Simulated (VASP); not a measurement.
# GaN (I-4m2) in VASP: a series of runs

Runs on GaN. Level: r2SCAN. Tasks: single point.

Program: VASP 6.6.1. These are calculated values, not measurements. Logs are shortened: lines on timing, memory, paths and dates and some standing lists are left out, and cuts for length are marked.

## (1) The cell of the first run

It takes space group I-4m2 (No. 119, tetragonal). Conventional cell: a = 3.187 Å, b = 3.187 Å, c = 4.732 Å, α = 90.00°, β = 90.00°, γ = 90.00°. Ga (site symmetry -4m2) has 4 N at 1.98 Å within 2.6 Å. N (site symmetry -4m2) has 4 Ga at 1.98 Å within 2.6 Å.

## (2) Single point, r2SCAN (strain +0.000 along x and y, +0.050 along z)

The input, POSCAR:

```
GaN
1.0
    0.0000000000      2.2535006075      2.3661756379
    2.2535006075      0.0000000000      2.3661756379
    2.2535006075      2.2535006075      0.0000000000
Ga N
1 1
Direct
    0.0000000000      0.0000000000      0.0000000000
    0.7500000000      0.7500000000      0.7500000000
```

The input, INCAR.step1:

```
  PREC = Accurate
  ENCUT = 520
  ISMEAR = 0
  SIGMA = 0.05
  LREAL = F
  LASPH = T
  NELM = 100
  NBANDS = 16
  GGA = PE
  ALGO = Normal
  EDIFF = 1E-4
  LWAVE = T
  LCHARG = F
```

The input, INCAR.step2:

```
  PREC = Accurate
  ENCUT = 520
  EDIFF = 1E-6
  ISMEAR = 0
  SIGMA = 0.05
  LREAL = F
  LASPH = T
  NELM = 100
  ALGO = Normal
  ISIF = 2
  LWAVE = F
  LCHARG = T
  METAGGA = R2SCAN
  LMIXTAU = T
  LELF = T
  LVHAR = T
  NBANDS = 16
  ISTART = 1
```

The input, KPOINTS:

```
Automatic mesh
0
Gamma
  10 10 10
```

Potentials or basis: VASP PAW PBE potentials, release 64 (Ga_d, N).

Command:

```
$ cat potpaw_PBE.64/Ga_d/POTCAR potpaw_PBE.64/N/POTCAR > POTCAR
$ cp INCAR.step1 INCAR
$ mpirun -np 1 vasp_std > vasp.out
$ cp INCAR.step2 INCAR
$ mpirun -np 1 vasp_std > vasp.out
```

OUTCAR:

```text
PREC = Accurate
   ENCUT = 520
   EDIFF = 1E-6
   ISMEAR = 0
   LREAL = F
   LASPH = T
   NELM = 100
   ISIF = 2
   METAGGA = R2SCAN
   ISTART = 1

 ion  position               nearest neighbor table
   1  0.000  0.000  0.000-   2 1.98   2 1.98   2 1.98   2 1.98
   2  0.750  0.750  0.750-   1 1.98   1 1.98   1 1.98   1 1.98

  LATTYP: Found a body centered tetragonal cell.
 ALAT       =     3.1869311219
 C/A-ratio  =     1.4849242405

  Lattice vectors:

 A1 = (  -2.2535006075,   0.0000000000,   2.3661756379)
 A2 = (   2.2535006075,   0.0000000000,   2.3661756379)
 A3 = (   0.0000000000,   2.2535006075,  -2.3661756379)

Analysis of symmetry for initial positions (statically):
=====================================================================
 Subroutine PRICEL returns:
 Original cell was already a primitive cell.

 Routine SETGRP: Setting up the symmetry group for a
 body centered tetragonal supercell.

 Subroutine GETGRP returns: Found  8 space group operations
 (whereof  8 operations were pure point group operations)
 out of a pool of 16 trial point group operations.

The static configuration has the point symmetry D_2d.

Analysis of symmetry for dynamics (positions and initial velocities):
=====================================================================
 Subroutine PRICEL returns:
 Original cell was already a primitive cell.

 Routine SETGRP: Setting up the symmetry group for a
 body centered tetragonal supercell.

 Subroutine GETGRP returns: Found  8 space group operations
 (whereof  8 operations were pure point group operations)
 out of a pool of 16 trial point group operations.

The dynamic configuration has the point symmetry D_2d.

 Subroutine INISYM returns: Found  8 space group operations
 (whereof  8 operations are pure point group operations),
 and found     1 'primitive' translations

----------------------------------------------------------------------------------------

                                     Primitive cell

  volume of cell :      24.0321

  direct lattice vectors                    reciprocal lattice vectors
     0.000000000  2.253500607  2.366175638    -0.221877020  0.221877020  0.211311448
     2.253500607  0.000000000  2.366175638     0.221877020 -0.221877020  0.211311448
     2.253500607  2.253500607  0.000000000     0.221877020  0.221877020 -0.211311448

  length of vectors
[... 81 lines left out ...]
   NELM   =    100;   NELMIN=  2; NELMDL=  0     # of ELM steps
   EDIFF  = 0.1E-05   stopping-criterion for ELM
   LREAL  =      F    real-space projection
   EDIFFG = 0.1E-04   stopping-criterion for IOM
   NSW    =      0    number of steps for IOM
   IBRION =     -1    ionic relax: 0-MD 1-quasi-New 2-CG
   NFREE  =      0    steps in history (QN), initial steepest desc. (CG)
   ISIF   =      2    stress and relaxation
   ISYM   =      2    0-nonsym 1-usesym 2-fastsym
   POTIM  = 0.5000    time-step for ionic-motion
   TEBEG  =    0.0;   TEEND  =   0.0 temperature during run
   PSTRESS=    0.0 pullay stress
   NELECT =      18.0000    total number of electrons
   NUPDOWN=      -1.0000    fix difference up-down
   EMIN   =  10.00;   EMAX   =-10.00  energy-range for DOS
   EFERMI =   0.00;   METHOD = LEGACY
   ISMEAR =     0;   SIGMA  =   0.05  broadening in eV -4-tet -1-fermi 0-gaus
   EFERMI_NEDOS =   21; number of points for ismear=-14 and -15
   IALGO  =     38    algorithm
   IMIX   =      4    mixing-type and parameters
     AMIX     =   0.40;   BMIX     =  1.00
     AMIX_MAG =   1.60;   BMIX_MAG =  1.00
  volume/ion in A,a.u.               =      12.02        81.09
  Fermi-wavevector in a.u.,A,eV,Ry     =   1.486740  2.809530 30.074242  2.210394
  Thomas-Fermi vector in A             =   2.599988
   LORBIT       =      0    0 simple, 1 ext, 2 COOP (PROOUT), +10 PAW based schemes
   METAGGA = R2SCAN    functional components
   LHFCALC =     F    Hartree Fock is set to
   AEXX    =    0.0000 exact exchange contribution
   IVDW    =     0    specifies the selected vdW correction
   LEPSILON=     F    determine dielectric tensor
   LRPA    =     F    only Hartree local field effects (RPA)
 non-spin polarized calculation
 Gauss-broadening in eV      SIGMA  =   0.05
  energy-cutoff  :      520.00
  volume of cell :       24.03
 maximum number of plane-waves:       662
   NGX = 13   NGY = 13   NGZ = 11

 number of electron      17.9999988 magnetization

 Free energy of the ion-electron system (eV)
  ---------------------------------------------------
  ext. energy  EPLUGINS =         0.00000000
  ---------------------------------------------------
  free energy    TOTEN  =       -21.84844495 eV

  energy without entropy =      -21.84844495  energy(sigma->0) =      -21.84844495

 E-fermi :   4.7776     XC(G=0): -12.3521

 val. band max:        4.5828010749   @ k =   0.0000   0.0000   0.0000
 cond. band min:       6.2863090313   @ k =   0.0000   0.0000   0.0000
 fundamental gap:      1.7035079564
 Fermi energy:         4.7776345579

 k-point     1 :       0.0000    0.0000    0.0000
  band No.  band energies     occupation
      1     -11.8166      2.00000
      2      -9.3416      2.00000
      3      -9.2917      2.00000
      4      -9.2917      2.00000
      5      -9.0113      2.00000
      6      -9.0080      2.00000
[... 433 lines left out ...]
      3      -9.0970      2.00000
      4      -9.0937      2.00000
      5      -8.9681      2.00000
      6      -8.2413      2.00000
[... 8 lines left out ...]
     15      27.1768      0.00000
     16      27.6829      0.00000

 [... further k-points ...]

------------------------ aborting loop because EDIFF is reached ----------------------------------------

  FORCE on cell =-STRESS in cart. coord.  units (eV):
  Direction    XX          YY          ZZ          XY          YZ          ZX
  --------------------------------------------------------------------------------------
  -------------------------------------------------------------------------------------
  Total       -0.9670233     -0.9670233     -2.0545593      0.0000000      0.0000000      0.0000000
  in kB      -64.4696303    -64.4696303   -136.9736179      0.0000000      0.0000000      0.0000000
  external PRESSURE =     -88.6376262 kB  Pullay stress =       0.0000000 kB

 VOLUME and BASIS-vectors are now :
 -----------------------------------------------------------------------------
  energy-cutoff  :      520.00
  volume of cell :       24.03
      direct lattice vectors                 reciprocal lattice vectors
     0.000000000  2.253500607  2.366175638    -0.221877020  0.221877020  0.211311448
     2.253500607  0.000000000  2.366175638     0.221877020 -0.221877020  0.211311448
     2.253500607  2.253500607  0.000000000     0.221877020  0.221877020 -0.211311448

 POSITION                                       TOTAL-FORCE (eV/Angst)
 -----------------------------------------------------------------------------------
      0.00000      0.00000      0.00000         0.000000      0.000000     -0.000000
      3.38025      3.38025      3.54926         0.000000      0.000000      0.000000
 -----------------------------------------------------------------------------------
    total drift:                               -0.000021     -0.000021      0.000006

  FREE ENERGIE OF THE ION-ELECTRON SYSTEM (eV)
  ---------------------------------------------------
  free  energy   TOTEN  =       -21.8484449509 eV

  energy  without entropy=      -21.8484449509  energy(sigma->0) =      -21.84844495
```

OUTCAR.step1:

```text
PREC = Accurate
   ENCUT = 520
   ISMEAR = 0
   LREAL = F
   LASPH = T
[... 677 lines left out ...]
 -----------------------------------------------------------------------------------
      0.00000      0.00000      0.00000        -0.000000     -0.000000      0.000000
      3.38025      3.38025      3.54926         0.000000      0.000000     -0.000000
 -----------------------------------------------------------------------------------
    total drift:                               -0.000001     -0.000001     -0.000002

  FREE ENERGIE OF THE ION-ELECTRON SYSTEM (eV)
  ---------------------------------------------------
  free  energy   TOTEN  =       -12.1327480034 eV

  energy  without entropy=      -12.1327480034  energy(sigma->0) =      -12.13274800
```

Wall time 51 s (1 thread of Intel Xeon 6975P-C (Granite Rapids), shared host); peak memory 0.17 GiB.

What came out:

* Free energy: -21.8484 eV
* Pressure: -8.9 GPa
* Band gap on the k mesh: 1.70 eV

Caveat: the cell differs from its parent crystal (strain +0.000 along x and y, +0.050 along z); the cell stands under tension; the PAW data sets were made with another functional, which shifts forces and pressure a little.

## (3) Single point, r2SCAN (strain +0.025 along x and y, +0.000 along z)

The input, POSCAR:

```
GaN
1.0
    0.0000000000      2.3098381227      2.2535006075
    2.3098381227      0.0000000000      2.2535006075
    2.3098381227      2.3098381227      0.0000000000
Ga N
1 1
Direct
    0.0000000000      0.0000000000      0.0000000000
    0.7500000000      0.7500000000      0.7500000000
```

The input, INCAR.step1:

```
SYSTEM = GaN
ALGO = Normal ; EDIFF = 1E-4
ENCUT = 520 ; GGA = PE
ISMEAR = 0 ; LASPH = .TRUE.
LCHARG = .FALSE. ; LREAL = .FALSE.
LWAVE = .TRUE. ; NBANDS = 16
NELM = 80 ; PREC = Accurate
SIGMA = 0.05
```

The input, INCAR.step2:

```
SYSTEM = GaN
ALGO = Normal ; EDIFF = 1E-7
ENCUT = 520 ; ISIF = 2
ISMEAR = 0 ; ISTART = 1
LASPH = .TRUE. ; LCHARG = .TRUE.
LELF = .TRUE. ; LMIXTAU = .TRUE.
LREAL = .FALSE. ; LVHAR = .TRUE.
LWAVE = .FALSE. ; METAGGA = R2SCAN
NBANDS = 16 ; NELM = 80
PREC = Accurate ; SIGMA = 0.05
```

The input, KPOINTS:

```
k-points
0
G
  10 10 10
  0 0 0
```

Potentials or basis: VASP PAW PBE potentials, release 64 (Ga_d, N).

Command:

```
$ cat potpaw_PBE.64/Ga_d/POTCAR potpaw_PBE.64/N/POTCAR > POTCAR
$ cp INCAR.step1 INCAR
$ mpirun -np 1 vasp_std > vasp.out
$ cp INCAR.step2 INCAR
$ mpirun -np 1 vasp_std > vasp.out
```

Run time: 55 s. Hardware: 1 thread of Intel Xeon 6975P-C (Granite Rapids), shared host; peak memory 0.17 GiB.

It converged, with:

```
Free energy            : -21.8607 eV
Pressure               : -8.7 GPa
Band gap on the k mesh : 1.72 eV
```

Stress tensor (GPa, compression positive):
```
-9.76  0.00  0.00
 0.00 -9.76  0.00
 0.00  0.00 -6.71
```

Levels at points of the mesh, in eV from the valence-band top:
```
           k point  band 5  band 6  band 7  band 8  band 9  band 10  band 11  band 12  band 13  band 14
(0.00, 0.00, 0.00)  -13.58  -13.58   -0.11   -0.11    0.00     1.72    10.56    10.64    10.64    17.79
(0.50, 0.00, 0.00)  -13.53  -12.45   -6.91   -1.10   -0.92     4.73     9.11    10.48    10.86    15.97
(0.50, 0.50, 0.00)  -13.50  -11.99   -5.91   -2.80   -2.80     3.58     6.60    12.36    14.24    14.24
(0.50, 0.00, 0.50)  -13.51  -12.11   -6.17   -2.62   -2.61     3.73     6.99    12.02    14.08    14.65
```

Caveat: the cell differs from its parent crystal (strain +0.025 along x and y, +0.000 along z); the cell stands under tension; the PAW data sets were made with another functional, which shifts forces and pressure a little.

(Part 1 of 3 ends here.)
